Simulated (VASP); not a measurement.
# Ta (I4/mmm) in VASP: notebook

Runs on Ta. Level: PBEsol. Tasks: single point.

Program: VASP 6.6.1. These are calculated values, not measurements. Logs are shortened: lines on timing, memory, paths and dates and some standing lists are left out, and cuts for length are marked.

## Step 1: The cell of the first run

It takes space group I4/mmm (No. 139, tetragonal). The conventional cell has a = 3.707 Å, b = 3.707 Å, c = 2.621 Å, α = 90.00°, β = 90.00°, γ = 90.00°. Ta (site symmetry 4/mmm) has 10 Ta at 2.62 to 2.93 Å within 3.5 Å.

## Step 2: Single point, PBEsol

Input file INCAR:

```
  ALGO = Fast
  EDIFF = 1E-6
  ENCUT = 520
  GGA = PS
  ISIF = 2
  ISMEAR = 0
  LASPH = T
  LCHARG = T
  LELF = T
  LREAL = F
  LVHAR = T
  LWAVE = F
  NBANDS = 12
  NELM = 60
  PREC = Accurate
  SIGMA = 0.15
```

Input file KPOINTS:

```
k-points
0
Gamma
  22 22 22
```

Input file POSCAR:

```
Ta
1.0
   -1.8535924404      1.8535924404      1.3104898553
    1.8535924404     -1.8535924404      1.3104898553
    1.8535924404      1.8535924404     -1.3104898553
Ta
1
Direct
    0.0000000000      0.0000000000      0.0000000000
```

Potentials or basis: VASP PAW PBE potentials, release 64 (Ta_pv).

Launch:

```console
$ cat potpaw_PBE.64/Ta_pv/POTCAR > POTCAR
$ mpirun -np 1 vasp_std > vasp.out
```

OUTCAR:

```text
EDIFF = 1E-6
   ENCUT = 520
   GGA = PS
   ISIF = 2
   ISMEAR = 0
   LASPH = T
   LREAL = F
   NELM = 60
   PREC = Accurate

 ion  position               nearest neighbor table
   1  0.000  0.000  0.000-

  LATTYP: Found a body centered tetragonal cell.
 ALAT       =     3.7071848808
 C/A-ratio  =     0.7070000000

  Lattice vectors:

 A1 = (  -1.8535924404,   1.8535924404,   1.3104898553)
 A2 = (   1.8535924404,  -1.8535924404,   1.3104898553)
 A3 = (   1.8535924404,   1.8535924404,  -1.3104898553)

Analysis of symmetry for initial positions (statically):
=====================================================================
 Subroutine PRICEL returns:
 Original cell was already a primitive cell.

 Routine SETGRP: Setting up the symmetry group for a
 body centered tetragonal supercell.

 Subroutine GETGRP returns: Found 16 space group operations
 (whereof 16 operations were pure point group operations)
 out of a pool of 16 trial point group operations.

The static configuration has the point symmetry D_4h.

Analysis of symmetry for dynamics (positions and initial velocities):
=====================================================================
 Subroutine PRICEL returns:
 Original cell was already a primitive cell.

 Routine SETGRP: Setting up the symmetry group for a
 body centered tetragonal supercell.

 Subroutine GETGRP returns: Found 16 space group operations
 (whereof 16 operations were pure point group operations)
 out of a pool of 16 trial point group operations.

The dynamic configuration has the point symmetry D_4h.

 Subroutine INISYM returns: Found 16 space group operations
 (whereof 16 operations are pure point group operations),
 and found     1 'primitive' translations

----------------------------------------------------------------------------------------

                                     Primitive cell

  volume of cell :      18.0104

  direct lattice vectors                    reciprocal lattice vectors
    -1.853592440  1.853592440  1.310489855     0.000000000  0.269746460  0.381536719
     1.853592440 -1.853592440  1.310489855     0.269746460  0.000000000  0.381536719
     1.853592440  1.853592440 -1.310489855     0.269746460  0.269746460  0.000000000

  length of vectors
     2.930698472  2.930698472  2.930698472     0.467261620  0.467261620  0.381479103

  position of ions in fractional coordinates (direct lattice)
     0.000000000  0.000000000  0.000000000

  ion indices of the primitive-cell ions
   primitive index   ion index
                 1           1

----------------------------------------------------------------------------------------

 KPOINTS: k-points

Automatic generation of k-mesh.
 Grid dimensions read from file:
 generate k-points for:   22   22   22

 Generating k-lattice:

  Cartesian coordinates                     Fractional coordinates (reciprocal lattice)
     0.000000000  0.012261203  0.017342578     0.045454545 -0.000000000  0.000000000
     0.012261203  0.000000000  0.017342578    -0.000000000  0.045454545  0.000000000
     0.012261203  0.012261203  0.000000000     0.000000000  0.000000000  0.045454545

  Length of vectors
     0.021239165  0.021239165  0.017339959

  Shift w.r.t. Gamma in fractional coordinates (k-lattice)
     0.000000000  0.000000000  0.000000000

 Subroutine IBZKPT returns following result:
 ===========================================

 Found    834 irreducible k-points:

 Following reciprocal coordinates:
            Coordinates               Weight
  0.000000  0.000000  0.000000      1.000000
  0.045455 -0.000000  0.000000      8.000000
  0.090909 -0.000000  0.000000      8.000000
  0.136364  0.000000  0.000000      8.000000
  0.181818 -0.000000  0.000000      8.000000
  0.227273 -0.000000  0.000000      8.000000
[... 16 lines left out ...]
  0.500000  0.045455  0.000000     16.000000
 -0.454545  0.045455 -0.000000     16.000000
 [... further k-points ...]
   k-points           NKPTS =    834   k-points in BZ     NKDIM =    834   number of bands    NBANDS=     12
   number of dos      NEDOS =    301   number of ions     NIONS =      1
   total plane-waves  NPLWV =  13824
   dimension x,y,z NGX =    24 NGY =   24 NGZ =   24
   dimension x,y,z NGXF=    48 NGYF=   48 NGZF=   48
   ions per type =               1
   NGX,Y,Z   is equivalent  to a cutoff of  13.61, 13.61, 13.61 a.u.
   NGXF,Y,Z  is equivalent  to a cutoff of  27.23, 27.23, 27.23 a.u.
 SYSTEM =  unknown system
   PREC   = accura    normal or accurate (medium, high low for compatibility)
   ISTART =      0    job   : 0-new  1-cont  2-samecut
   ICHARG =      2    charge: 1-file 2-atom 10-const
   ISPIN  =      1    spin polarized calculation?
   LNONCOLLINEAR =      F non collinear calculations
   LSORBIT =      F    spin-orbit coupling
   LASPH  =      T    aspherical Exc in radial PAW
   ENCUT  =  520.0 eV  38.22 Ry    6.18 a.u.   5.45  5.45  5.45*2*pi/ulx,y,z
   NELM   =     60;   NELMIN=  2; NELMDL= -5     # of ELM steps
   EDIFF  = 0.1E-05   stopping-criterion for ELM
   LREAL  =      F    real-space projection
   EDIFFG = 0.1E-04   stopping-criterion for IOM
   NSW    =      0    number of steps for IOM
   IBRION =     -1    ionic relax: 0-MD 1-quasi-New 2-CG
   NFREE  =      0    steps in history (QN), initial steepest desc. (CG)
   ISIF   =      2    stress and relaxation
   ISYM   =      2    0-nonsym 1-usesym 2-fastsym
   POTIM  = 0.5000    time-step for ionic-motion
   TEBEG  =    0.0;   TEEND  =   0.0 temperature during run
   PSTRESS=    0.0 pullay stress
   NELECT =      11.0000    total number of electrons
   NUPDOWN=      -1.0000    fix difference up-down
   EMIN   =  10.00;   EMAX   =-10.00  energy-range for DOS
   EFERMI =   0.00;   METHOD = LEGACY
   ISMEAR =     0;   SIGMA  =   0.15  broadening in eV -4-tet -1-fermi 0-gaus
   EFERMI_NEDOS =   21; number of points for ismear=-14 and -15
   IALGO  =     68    algorithm
   IMIX   =      4    mixing-type and parameters
     AMIX     =   0.40;   BMIX     =  1.00
     AMIX_MAG =   1.60;   BMIX_MAG =  1.00
  volume/ion in A,a.u.               =      18.01       121.54
  Fermi-wavevector in a.u.,A,eV,Ry     =   1.388988  2.624806 26.249534  1.929286
  Thomas-Fermi vector in A             =   2.513061
   LORBIT       =      0    0 simple, 1 ext, 2 COOP (PROOUT), +10 PAW based schemes
   GGA     = PS    functional components
   LHFCALC =     F    Hartree Fock is set to
   AEXX    =    0.0000 exact exchange contribution
   IVDW    =     0    specifies the selected vdW correction
   LEPSILON=     F    determine dielectric tensor
   LRPA    =     F    only Hartree local field effects (RPA)
 non-spin polarized calculation
 RMM-DIIS sequential band-by-band and
 Gauss-broadening in eV      SIGMA  =   0.15
  energy-cutoff  :      520.00
  volume of cell :       18.01
 maximum number of plane-waves:       499
 NGX is ok and might be reduce to    24
   NGX = 11   NGY = 11   NGZ = 11

 number of electron      11.0000001 magnetization

 Free energy of the ion-electron system (eV)
  ---------------------------------------------------
  ext. energy  EPLUGINS =         0.00000000
  ---------------------------------------------------
  free energy    TOTEN  =       -12.14842617 eV

  energy without entropy =      -12.13267134  energy(sigma->0) =      -12.14054876

 E-fermi :   5.6383     XC(G=0): -12.6694

 val. band max:        5.6349603299   @ k =  -0.4545   0.4091   0.0000
 cond. band min:       5.6387452710   @ k =  -0.3636   0.3636   0.1818
 fundamental gap:      0.0037849411
 Fermi energy:         5.6383173181

 k-point     1 :       0.0000    0.0000    0.0000
  band No.  band energies     occupation
      1     -27.7766      2.00000
      2     -27.7766      2.00000
      3     -27.1247      2.00000
      4      -2.5435      2.00000
      5       3.6869      2.00000
      6       5.3365      1.99557
      7       9.0631      0.00000
      8       9.0631      0.00000
      9      11.1112      0.00000
     10      19.0557      0.00000
     11      19.0557      0.00000
     12      20.1178      0.00000

 k-point     2 :       0.0455   -0.0000    0.0000
  band No.  band energies     occupation
      1     -27.7831      2.00000
      2     -27.7814      2.00000
      3     -27.1666      2.00000
      4      -2.4290      2.00000
      5       3.7383      2.00000
      6       5.4282      1.95242
      7       8.9065      0.00000
      8       8.9170      0.00000
      9      11.0240      0.00000
     10      19.3289      0.00000
     11      19.3297      0.00000
     12      20.1180      0.00000

 k-point     3 :       0.0909   -0.0000    0.0000
  band No.  band energies     occupation
      1     -27.8038      2.00000
      2     -27.7953      2.00000
      3     -27.2854      2.00000
      4      -2.0948      2.00000
      5       3.8781      2.00000
      6       5.6874      0.64343
      7       8.4996      0.00000
      8       8.5494      0.00000
      9      10.8047      0.00000
     10      20.0061      0.00000
     11      20.0837      0.00000
     12      20.1297      0.00000
[... 286 lines left out ...]
 k-point    23 :       0.5000    0.0455    0.0000
  band No.  band energies     occupation
      1     -29.0808      2.00000
      2     -28.0112      2.00000
      3     -27.9122      2.00000
      4       1.1820      2.00000
      5       2.8076      2.00000
      6       8.1821      0.00000
      7       8.7400      0.00000
      8      11.9335      0.00000
      9      12.6844      0.00000
     10      17.2482      0.00000
     11      19.3046      0.00000
     12      19.8727      0.00000

 k-point    24 :      -0.4545    0.0455   -0.0000
  band No.  band energies     occupation
      1     -28.9882      2.00000
      2     -28.0084      2.00000
      3     -27.9023      2.00000
      4       1.2145      2.00000
      5       2.9463      2.00000
      6       7.6975      0.00000
      7       8.7627      0.00000
      8      11.4005      0.00000
      9      12.3039      0.00000
     10      16.8455      0.00000
     11      20.0018      0.00000
     12      21.0028      0.00000

 [... further k-points ...]

------------------------ aborting loop because EDIFF is reached ----------------------------------------

  FORCE on cell =-STRESS in cart. coord.  units (eV):
  Direction    XX          YY          ZZ          XY          YZ          ZX
  --------------------------------------------------------------------------------------
  -------------------------------------------------------------------------------------
  Total       -0.3368043     -0.3368043      2.2037018      0.0000000     -0.0000000      0.0000000
  in kB      -29.9616763    -29.9616763    196.0384490      0.0000000     -0.0000000      0.0000000
  external PRESSURE =      45.3716988 kB  Pullay stress =       0.0000000 kB

 VOLUME and BASIS-vectors are now :
 -----------------------------------------------------------------------------
  energy-cutoff  :      520.00
  volume of cell :       18.01
      direct lattice vectors                 reciprocal lattice vectors
    -1.853592440  1.853592440  1.310489855     0.000000000  0.269746460  0.381536719
     1.853592440 -1.853592440  1.310489855     0.269746460  0.000000000  0.381536719
     1.853592440  1.853592440 -1.310489855     0.269746460  0.269746460  0.000000000

 POSITION                                       TOTAL-FORCE (eV/Angst)
 -----------------------------------------------------------------------------------
      0.00000      0.00000      0.00000         0.000000      0.000000      0.000000
 -----------------------------------------------------------------------------------
    total drift:                                0.000000      0.000000      0.000000

  FREE ENERGIE OF THE ION-ELECTRON SYSTEM (eV)
  ---------------------------------------------------
  free  energy   TOTEN  =       -12.1484261710 eV

  energy  without entropy=      -12.1326713414  energy(sigma->0) =      -12.14054876
```

It took 2.3 min on 1 thread of Intel Xeon 6975P-C, shared host; peak memory 0.29 GiB.

Results:

```
Free energy : -12.1484 eV
Pressure    : 4.5 GPa
```

Stress tensor (GPa, compression positive):
```
-3.00  0.00  0.00
 0.00 -3.00  0.00
 0.00  0.00 19.60
```

Levels at points of the mesh, in eV from the Fermi level:
| k point | band 3 | band 4 | band 5 | band 6 | band 7 | band 8 | band 9 | band 10 |
| --- | --- | --- | --- | --- | --- | --- | --- | --- |
| (0.00, 0.00, 0.00) | -32.76 | -8.18 | -1.95 | -0.30 | 3.42 | 3.42 | 5.47 | 13.42 |
| (0.50, 0.00, 0.00) | -33.55 | -4.52 | -2.89 | 2.81 | 3.05 | 6.24 | 7.24 | 11.89 |
| (0.50, 0.50, 0.00) | -32.91 | -4.94 | -0.34 | -0.16 | 2.46 | 2.68 | 7.46 | 9.94 |
| (0.50, 0.50, 0.50) | -33.07 | -4.48 | -3.93 | 5.61 | 5.61 | 6.96 | 6.96 | 7.36 |

Caveat: the PAW data sets were made with another functional, which shifts forces and pressure a little; spin-orbit coupling is left out, which moves the levels of the heavy elements.

## Step 3: Single point, PBEsol

Input file INCAR:

```
SYSTEM = Ta
ALGO = Fast
EDIFF = 1E-7
ENCUT = 520
GGA = PS
ISIF = 2
ISMEAR = 0
LASPH = .TRUE.
LCHARG = .FALSE.
LREAL = .FALSE.
LWAVE = .FALSE.
NBANDS = 12
NELM = 100
PREC = Accurate
SIGMA = 0.15
```

Input file KPOINTS:

```
k-points
0
G
  22 22 22
  0 0 0
```

Input file POSCAR:

```
Ta
1.0
   -1.7432021208      1.7432021208      1.4817218027
    1.7432021208     -1.7432021208      1.4817218027
    1.7432021208      1.7432021208     -1.4817218027
Ta
1
Direct
    0.0000000000      0.0000000000      0.0000000000
```

Potentials or basis: VASP PAW PBE potentials, release 64 (Ta_pv).

Launch:

```console
$ cat potpaw_PBE.64/Ta_pv/POTCAR > POTCAR
$ mpirun -np 1 vasp_std > vasp.out
```

Wall time 2.6 min (1 thread of Intel Xeon 6975P-C, shared host); peak memory 0.29 GiB.

It converged, with:

| Quantity | Value |
| --- | --- |
| Free energy | -12.4746 eV |
| Pressure | -1.3 GPa |

Stress tensor (GPa, compression positive):
```
-5.55  0.00  0.00
 0.00 -5.55  0.00
 0.00  0.00  7.29
```

Levels at points of the mesh, in eV from the Fermi level:
```
           k point  band 1  band 2  band 3  band 4  band 5  band 6  band 7  band 8  band 9  band 10
(0.00, 0.00, 0.00)  -33.21  -33.21  -33.12   -8.08   -0.67    1.58    1.58    2.08    5.07    14.11
(0.50, 0.00, 0.00)  -34.38  -33.59  -33.30   -4.48   -2.29    1.99    3.54    6.43    7.41    11.67
(0.50, 0.50, 0.00)  -34.37  -33.39  -33.14   -4.65   -0.01    0.72    1.84    3.84    7.36    10.90
(0.50, 0.50, 0.50)  -34.10  -34.10  -33.68   -4.16   -3.79    6.58    6.58    7.16    7.16     7.19
```

Caveat: the PAW data sets were made with another functional, which shifts forces and pressure a little; spin-orbit coupling is left out, which moves the levels of the heavy elements.

## Step 4: Single point, PBEsol

Input file INCAR:

```
ALGO = Fast
EDIFF = 1E-7
ENCUT = 520
GGA = PS
ISIF = 2
ISMEAR = 0
LASPH = T
LCHARG = F
LREAL = F
LWAVE = F
NBANDS = 12
NELM = 80
PREC = Accurate
SIGMA = 0.15
```

Input file KPOINTS:

```
k-points
0
Gamma
  22 22 22
```

Input file POSCAR:

```
Ta
1.0
   -1.5539139738      1.5539139738      1.8646967685
    1.5539139738     -1.5539139738      1.8646967685
    1.5539139738      1.5539139738     -1.8646967685
Ta
1
Direct
    0.0000000000      0.0000000000      0.0000000000
```

Launch:

```console
$ cat potpaw_PBE.64/Ta_pv/POTCAR > POTCAR
$ mpirun -np 1 vasp_std > vasp.out
```

It took 3.5 min on 1 thread of Intel Xeon 6975P-C, shared host; peak memory 0.29 GiB.

The run converged. Its results:

```
Free energy : -12.4330 eV
Pressure    : -1.1 GPa
```

Stress tensor (GPa, compression positive):
```
  4.17   0.00   0.00
  0.00   4.17   0.00
  0.00   0.00 -11.61
```

Levels at points of the mesh, in eV from the Fermi level:
```
           k point  band 2  band 3  band 4  band 5  band 6  band 7  band 8  band 9
(0.00, 0.00, 0.00)  -33.18  -33.18   -8.10    0.22    0.22    2.16    2.22    4.67
(0.50, 0.00, 0.00)  -33.47  -33.23   -4.58   -0.75    1.14    1.83    5.42    7.08
(0.50, 0.50, 0.00)  -33.66  -33.36   -4.49   -2.92    2.40    5.58    5.88    7.76
(0.50, 0.50, 0.50)  -33.82  -33.82   -4.25   -3.65    5.60    6.31    6.96    6.96
```

Caveat: the PAW data sets were made with another functional, which shifts forces and pressure a little; spin-orbit coupling is left out, which moves the levels of the heavy elements.

## Step 5: The runs side by side

| cell | further INCAR settings | gap on the mesh (eV) | pressure (GPa) |
| --- | --- | --- | --- |
| a = 2.931 Å, angles 101.5, 101.5, 126.9°, 1 atom | ALGO = Fast; EDIFF = 1e-06; NBANDS = 12 | none | 4.5 |
| a = 2.876 Å, angles 105.4, 105.4, 118.0°, 1 atom | ALGO = Fast; EDIFF = 1e-07; NBANDS = 12 | none | -1.3 |
| a = 2.882 Å, angles 114.7, 114.7, 99.4°, 1 atom | ALGO = Fast; EDIFF = 1e-07; NBANDS = 12 | none | -1.1 |

Alike in all rows: task single point; level PBEsol; potentials or basis VASP PAW PBE potentials, release 64 (Ta_pv); no spin polarisation; k mesh 22 × 22 × 22; cutoff (eV) 520; smearing gaussian 0.15 eV.

Caveats: the PAW data sets were made with another functional, which shifts forces and pressure a little; spin-orbit coupling is left out, which moves the levels of the heavy elements.

Total energies depend on the potentials used, so only differences within one code and one set of settings carry meaning.
